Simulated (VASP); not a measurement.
# SnTe (I4/mmm) in VASP: further runs, part 2 of 2

VASP 6.6.1. Earlier steps stand in the parts before.

## 3. Single point, PBEsol (strain -0.050 along x and y, +0.050 along z)

Contents of INCAR:

```
SYSTEM = SnTe
PREC     = Accurate       ! precision mode
ENCUT    = 500            ! plane-wave cutoff, eV
EDIFF    = 1E-6           ! SCF threshold, eV
ISMEAR   = 0              ! smearing method
SIGMA    = 0.03           ! smearing width, eV
LREAL    = .False.        ! projectors in reciprocal space
LASPH    = .True.         ! aspherical terms in the spheres
NELM     = 120            ! most SCF steps
ALGO     = Normal         ! electronic algorithm
ISIF     = 2              ! what is computed and relaxed
LWAVE    = .False.        ! write WAVECAR
LCHARG   = .False.        ! write CHGCAR
GGA      = PS             ! functional
NBANDS   = 17             ! bands
GGA_COMPAT= .False.
```

Contents of KPOINTS:

```
regular mesh
0
Gamma
  10 10 10
  0 0 0
```

Contents of POSCAR:

```
SnTe
1.0
    0.0000000000      2.9986750000      3.3143250000
    2.9986750000      0.0000000000      3.3143250000
    2.9986750000      2.9986750000      0.0000000000
Sn Te
1 1
Direct
    0.0000000000      0.0000000000      0.0000000000
    0.5000000000      0.5000000000      0.5000000000
```

Potentials or basis: VASP PAW PBE potentials, release 64 (Sn_d, Te).

The run is started by

```
$ cat potpaw_PBE.64/Sn_d/POTCAR potpaw_PBE.64/Te/POTCAR > POTCAR
$ mpirun -np 1 vasp_std > vasp.out
```

OUTCAR:

```text
SYSTEM = SnTe
   PREC = Accurate
   ENCUT = 500
   EDIFF = 1E-6
   ISMEAR = 0
   LREAL = .False.
   LASPH = .True.
   NELM = 120
   ISIF = 2
   GGA = PS

 ion  position               nearest neighbor table
   1  0.000  0.000  0.000-   2 3.00   2 3.00   2 3.00   2 3.00   2 3.31   2 3.31
   2  0.500  0.500  0.500-   1 3.00   1 3.00   1 3.00   1 3.00   1 3.31   1 3.31

  LATTYP: Found a body centered tetragonal cell.
 ALAT       =     4.2407668541
 C/A-ratio  =     1.5630781479

  Lattice vectors:

 A1 = (  -2.9986750000,   0.0000000000,   3.3143250000)
 A2 = (   2.9986750000,   0.0000000000,   3.3143250000)
 A3 = (   0.0000000000,   2.9986750000,  -3.3143250000)

Analysis of symmetry for initial positions (statically):
=====================================================================
 Subroutine PRICEL returns:
 Original cell was already a primitive cell.

 Routine SETGRP: Setting up the symmetry group for a
 body centered tetragonal supercell.

 Subroutine GETGRP returns: Found 16 space group operations
 (whereof 16 operations were pure point group operations)
 out of a pool of 16 trial point group operations.

The static configuration has the point symmetry D_4h.

Analysis of symmetry for dynamics (positions and initial velocities):
=====================================================================
 Subroutine PRICEL returns:
 Original cell was already a primitive cell.

 Routine SETGRP: Setting up the symmetry group for a
 body centered tetragonal supercell.

 Subroutine GETGRP returns: Found 16 space group operations
 (whereof 16 operations were pure point group operations)
 out of a pool of 16 trial point group operations.

The dynamic configuration has the point symmetry D_4h.

 Subroutine INISYM returns: Found 16 space group operations
 (whereof 16 operations are pure point group operations),
 and found     1 'primitive' translations

----------------------------------------------------------------------------------------

                                     Primitive cell

  volume of cell :      59.6052

  direct lattice vectors                    reciprocal lattice vectors
     0.000000000  2.998675000  3.314325000    -0.166740310  0.166740310  0.150860281
     2.998675000  0.000000000  3.314325000     0.166740310 -0.166740310  0.150860281
     2.998675000  2.998675000  0.000000000     0.166740310  0.166740310 -0.150860281

  length of vectors
     4.469541583  4.469541583  4.240766854     0.279934790  0.279934790  0.279934790

  position of ions in fractional coordinates (direct lattice)
     0.000000000  0.000000000  0.000000000
     0.500000000  0.500000000  0.500000000

  ion indices of the primitive-cell ions
   primitive index   ion index
                 1           1
                 2           2

----------------------------------------------------------------------------------------

 KPOINTS: regular mesh

Automatic generation of k-mesh.
 Grid dimensions read from file:
 generate k-points for:   10   10   10

 Generating k-lattice:

  Cartesian coordinates                     Fractional coordinates (reciprocal lattice)
    -0.016674031  0.016674031  0.015086028     0.100000000 -0.000000000  0.000000000
     0.016674031 -0.016674031  0.015086028    -0.000000000  0.100000000  0.000000000
     0.016674031  0.016674031 -0.015086028     0.000000000  0.000000000  0.100000000

  Length of vectors
     0.027993479  0.027993479  0.027993479

  Shift w.r.t. Gamma in fractional coordinates (k-lattice)
     0.000000000  0.000000000  0.000000000

 Subroutine IBZKPT returns following result:
 ===========================================

 Found    102 irreducible k-points:

 Following reciprocal coordinates:
            Coordinates               Weight
  0.000000  0.000000  0.000000      1.000000
  0.100000 -0.000000  0.000000      8.000000
  0.200000 -0.000000  0.000000      8.000000
  0.300000 -0.000000  0.000000      8.000000
  0.400000 -0.000000  0.000000      8.000000
  0.500000 -0.000000  0.000000      4.000000
[... 16 lines left out ...]
  0.300000  0.300000  0.000000      2.000000
  0.400000  0.300000  0.000000      8.000000
 [... further k-points ...]
   k-points           NKPTS =    102   k-points in BZ     NKDIM =    102   number of bands    NBANDS=     17
   number of dos      NEDOS =    301   number of ions     NIONS =      2
   total plane-waves  NPLWV =  41472
   dimension x,y,z NGX =    36 NGY =   36 NGZ =   32
   dimension x,y,z NGXF=    72 NGYF=   72 NGZF=   64
   ions per type =               1   1
   NGX,Y,Z   is equivalent  to a cutoff of  13.39, 13.39, 12.54 a.u.
   NGXF,Y,Z  is equivalent  to a cutoff of  26.78, 26.78, 25.09 a.u.
 SYSTEM =  SnTe
   PREC   = accura    normal or accurate (medium, high low for compatibility)
   ISTART =      0    job   : 0-new  1-cont  2-samecut
   ICHARG =      2    charge: 1-file 2-atom 10-const
   ISPIN  =      1    spin polarized calculation?
   LNONCOLLINEAR =      F non collinear calculations
   LSORBIT =      F    spin-orbit coupling
   LASPH  =      T    aspherical Exc in radial PAW
   ENCUT  =  500.0 eV  36.75 Ry    6.06 a.u.   8.15  8.15  7.73*2*pi/ulx,y,z
   NELM   =    120;   NELMIN=  2; NELMDL= -5     # of ELM steps
   EDIFF  = 0.1E-05   stopping-criterion for ELM
   LREAL  =      F    real-space projection
   EDIFFG = 0.1E-04   stopping-criterion for IOM
   NSW    =      0    number of steps for IOM
   IBRION =     -1    ionic relax: 0-MD 1-quasi-New 2-CG
   NFREE  =      0    steps in history (QN), initial steepest desc. (CG)
   ISIF   =      2    stress and relaxation
   ISYM   =      2    0-nonsym 1-usesym 2-fastsym
   POTIM  = 0.5000    time-step for ionic-motion
   TEBEG  =    0.0;   TEEND  =   0.0 temperature during run
   PSTRESS=    0.0 pullay stress
   NELECT =      20.0000    total number of electrons
   NUPDOWN=      -1.0000    fix difference up-down
   EMIN   =  10.00;   EMAX   =-10.00  energy-range for DOS
   EFERMI =   0.00;   METHOD = LEGACY
   ISMEAR =     0;   SIGMA  =   0.03  broadening in eV -4-tet -1-fermi 0-gaus
   EFERMI_NEDOS =   21; number of points for ismear=-14 and -15
   IALGO  =     38    algorithm
   IMIX   =      4    mixing-type and parameters
     AMIX     =   0.40;   BMIX     =  1.00
     AMIX_MAG =   1.60;   BMIX_MAG =  1.00
  volume/ion in A,a.u.               =      29.80       201.12
  Fermi-wavevector in a.u.,A,eV,Ry     =   1.137602  2.149755 17.607809  1.294137
  Thomas-Fermi vector in A             =   2.274307
   LORBIT       =      0    0 simple, 1 ext, 2 COOP (PROOUT), +10 PAW based schemes
   GGA     = PS    functional components
   LHFCALC =     F    Hartree Fock is set to
   AEXX    =    0.0000 exact exchange contribution
   IVDW    =     0    specifies the selected vdW correction
   LEPSILON=     F    determine dielectric tensor
   LRPA    =     F    only Hartree local field effects (RPA)
 non-spin polarized calculation
 Gauss-broadening in eV      SIGMA  =   0.03
  energy-cutoff  :      500.00
  volume of cell :       59.61
 maximum number of plane-waves:      1530
 NGX is ok and might be reduce to    36
   NGX = 17   NGY = 17   NGZ = 15

 number of electron      19.9999998 magnetization

 Free energy of the ion-electron system (eV)
  ---------------------------------------------------
  ext. energy  EPLUGINS =         0.00000000
  ---------------------------------------------------
  free energy    TOTEN  =        -8.15103741 eV

  energy without entropy =       -8.15076854  energy(sigma->0) =       -8.15090298

 E-fermi :   7.4363     XC(G=0):  -9.8566

 val. band max:        7.3128272939   @ k =  -0.4000   0.1000   0.2000
 cond. band min:       7.4532300986   @ k =   0.4000  -0.0000   0.0000
 fundamental gap:      0.1404028047
 Fermi energy:         7.4362515309

 k-point     1 :       0.0000    0.0000    0.0000
  band No.  band energies     occupation
      1     -14.4007      2.00000
      2     -14.3789      2.00000
      3     -14.3789      2.00000
      4     -14.3742      2.00000
      5     -14.3626      2.00000
      6      -5.8297      2.00000
[... 9 lines left out ...]
     16      12.3519      0.00000
     17      12.9609      0.00000

 k-point     2 :       0.1000   -0.0000    0.0000
  band No.  band energies     occupation
      1     -14.4006      2.00000
      2     -14.3789      2.00000
      3     -14.3785      2.00000
      4     -14.3752      2.00000
      5     -14.3617      2.00000
      6      -5.7385      2.00000
[... 9 lines left out ...]
     16      12.5400      0.00000
     17      13.5242      0.00000
[... 421 lines left out ...]
 k-point    24 :       0.4000    0.3000    0.0000
  band No.  band energies     occupation
      1     -14.4127      2.00000
      2     -14.3732      2.00000
      3     -14.3713      2.00000
      4     -14.3702      2.00000
      5     -14.3642      2.00000
      6      -4.8003      2.00000
[... 9 lines left out ...]
     16      16.4369      0.00000
     17      16.9480      0.00000

 [... further k-points ...]
[... 5 lines left out ...]
  --------------------------------------------------------------------------------------
  -------------------------------------------------------------------------------------
  Total        2.8236917      2.8236917     -1.8912406      0.0000000     -0.0000000      0.0000000
  in kB       75.9003842     75.9003842    -50.8362478      0.0000000     -0.0000000      0.0000000
  external PRESSURE =      33.6548402 kB  Pullay stress =       0.0000000 kB

 VOLUME and BASIS-vectors are now :
 -----------------------------------------------------------------------------
  energy-cutoff  :      500.00
  volume of cell :       59.61
      direct lattice vectors                 reciprocal lattice vectors
     0.000000000  2.998675000  3.314325000    -0.166740310  0.166740310  0.150860281
     2.998675000  0.000000000  3.314325000     0.166740310 -0.166740310  0.150860281
     2.998675000  2.998675000  0.000000000     0.166740310  0.166740310 -0.150860281

 POSITION                                       TOTAL-FORCE (eV/Angst)
 -----------------------------------------------------------------------------------
      0.00000      0.00000      0.00000        -0.000000      0.000000      0.000000
      2.99867      2.99867      3.31433         0.000000     -0.000000      0.000000
 -----------------------------------------------------------------------------------
    total drift:                               -0.000000      0.000000      0.000000

  FREE ENERGIE OF THE ION-ELECTRON SYSTEM (eV)
  ---------------------------------------------------
  free  energy   TOTEN  =        -8.1510374118 eV

  energy  without entropy=       -8.1507685407  energy(sigma->0) =       -8.15090298
```

Run time: 2 min. Hardware: 1 thread of Intel Xeon 8259CL, shared host; peak memory 0.26 GiB.

What came out:

* Free energy: -8.1510 eV
* Pressure: 3.4 GPa
* Band gap on the k mesh: zero (bands 10 and 11 overlap by 0.35 eV)

Caveat: the cell differs from its parent crystal (strain -0.050 along x and y, +0.050 along z); the cell stands under pressure; semilocal functionals underestimate gaps, so a narrow gap can read as zero; the PAW data sets were made with another functional, which shifts forces and pressure a little; spin-orbit coupling is left out, which moves the levels of the heavy elements.

## 4. Single point, PBEsol (strain +0.000 along x and y, -0.050 along z)

Contents of INCAR:

```
  PREC = Accurate
  ENCUT = 500
  EDIFF = 1E-6
  ISMEAR = 0
  SIGMA = 0.03
  LREAL = False
  LASPH = True
  NELM = 120
  ALGO = Normal
  ISIF = 2
  LWAVE = False
  LCHARG = True
  GGA = PS
  LELF = True
  LVHAR = True
  NBANDS = 17
  GGA_COMPAT = False
```

Contents of KPOINTS:

```
Automatic mesh
0
Gamma
  10 10 10
```

Contents of POSCAR:

```
SnTe
1.0
    0.0000000000      3.1565000000      2.9986750000
    3.1565000000      0.0000000000      2.9986750000
    3.1565000000      3.1565000000      0.0000000000
Sn Te
1 1
Direct
    0.0000000000      0.0000000000      0.0000000000
    0.5000000000      0.5000000000      0.5000000000
```

The run is started by

```
$ cat potpaw_PBE.64/Sn_d/POTCAR potpaw_PBE.64/Te/POTCAR > POTCAR
$ mpirun -np 1 vasp_std > vasp.out
```

Wall time 1.7 min (1 thread of Intel Xeon 8259CL, shared host); peak memory 0.25 GiB.

The run converged. Its results:

- Free energy: -8.2688 eV
- Pressure: 2.5 GPa
- Band gap on the k mesh: 0.26 eV (least direct gap 0.32 eV)

Stress tensor (GPa, compression positive):
```
-0.49  0.00  0.00
 0.00 -0.49  0.00
 0.00  0.00  8.34
```

Levels at points of the mesh, in eV from the valence-band top:
| k point | band 8 | band 9 | band 10 | band 11 | band 12 | band 13 |
| --- | --- | --- | --- | --- | --- | --- |
| (0.00, 0.00, 0.00) | -2.55 | -1.95 | -1.95 | 3.10 | 3.10 | 4.47 |
| (0.50, 0.00, 0.00) | -1.88 | -1.75 | -0.06 | 0.26 | 0.38 | 0.62 |
| (0.50, 0.50, 0.00) | -5.90 | -3.97 | -3.97 | 1.92 | 5.12 | 5.12 |
| (0.50, 0.00, 0.50) | -5.80 | -4.13 | -3.51 | 2.09 | 4.62 | 6.08 |

Caveat: the cell differs from its parent crystal (strain +0.000 along x and y, -0.050 along z); the PAW data sets were made with another functional, which shifts forces and pressure a little; spin-orbit coupling is left out, which moves the levels of the heavy elements. A k mesh can miss the band edges.

## 5. Summary

```csv
cell,gap on the mesh (eV),pressure (GPa)
"a = 4.411, b = 4.411, c = 4.241 Å, angles 61.3, 61.3, 57.5°, 2 atoms",none,4.3
"a = 4.470, b = 4.470, c = 4.241 Å, angles 61.7, 61.7, 56.6°, 2 atoms",none,3.4
"a = 4.354, b = 4.354, c = 4.464 Å, angles 59.2, 59.2, 61.7°, 2 atoms",0.26,2.5
```

Alike in all rows: task single point; level PBEsol; potentials or basis VASP PAW PBE potentials, release 64 (Sn_d, Te); no spin polarisation; k mesh 10 × 10 × 10; cutoff (eV) 500; smearing gaussian 0.03 eV.

Caveats: the PAW data sets were made with another functional, which shifts forces and pressure a little; spin-orbit coupling is left out, which moves the levels of the heavy elements; the cell stands under pressure (at least some runs); semilocal functionals underestimate gaps, so a narrow gap can read as zero (at least some runs).

Absolute energies hang on the potentials; compare differences alone.
